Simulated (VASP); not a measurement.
Set up this calculation in VASP 6.6.1, as the native input.

* Task: single point
* Functional: PBE
* Potentials or basis: VASP PAW PBE potentials, release 64 (Ni)
* Cutoff: 520 eV
* k mesh: 10 × 10 × 10
* Occupations: fermi-dirac, width 0.05 eV
* Spin: collinear spin, ferromagnetic start
* Starting moments: [1.0] μB
* Hubbard terms: Ni d U = 2.0 eV
* Dipole correction: no
* Further INCAR settings: ALGO = Normal; EDIFF = 1e-06; NBANDS = 15

The structure of Ni lies in POSCAR:

```
Ni
1.0
    0.0000000000      1.7375729330      1.7375729330
    1.7375729330      0.0000000000      1.7375729330
    1.7375729330      1.7375729330      0.0000000000
Ni
1
Direct
    0.0000000000      0.0000000000      0.0000000000
```

One way to write it, as run:

INCAR

```
SYSTEM = Ni
  PREC = Accurate
  ENCUT = 520
  EDIFF = 1E-6
  ISMEAR = -1
  SIGMA = 0.05
  LREAL = .False.
  LASPH = .True.
  NELM = 150
  ALGO = Normal
  ISIF = 2
  LWAVE = .False.
  LCHARG = .False.
  ISPIN = 2
  MAGMOM = 1
  LORBIT = 11
  LMAXMIX = 4
  LDAU = .True.
  LDAUTYPE = 2
  LDAUL = 2
  LDAUU = 2
  LDAUJ = 0
  LDAUPRINT = 1
  GGA = PE
  NBANDS = 15
```

KPOINTS

```
regular mesh
0
Gamma
  10 10 10
  0 0 0
```

Potentials or basis: VASP PAW PBE potentials, release 64 (Ni).

The run is started by

```bash
$ cat potpaw_PBE.64/Ni/POTCAR > POTCAR
$ mpirun -np 1 vasp_std > vasp.out
```

It gave:

| Item | Value |
| --- | --- |
| Pressure | 4.0 GPa |
| Net moment | 0.73 μB per cell |
| Site moments | Ni +0.74 μB |
| Valence electrons inside the program's atomic spheres | Ni 9.42 |

Caveat: the cell stands under pressure; the U is typed as a test and isn't derived for this compound.

Wall time 20 s on 1 thread of Intel Xeon 8259CL, with other jobs on the host, peak memory 0.13 GiB.
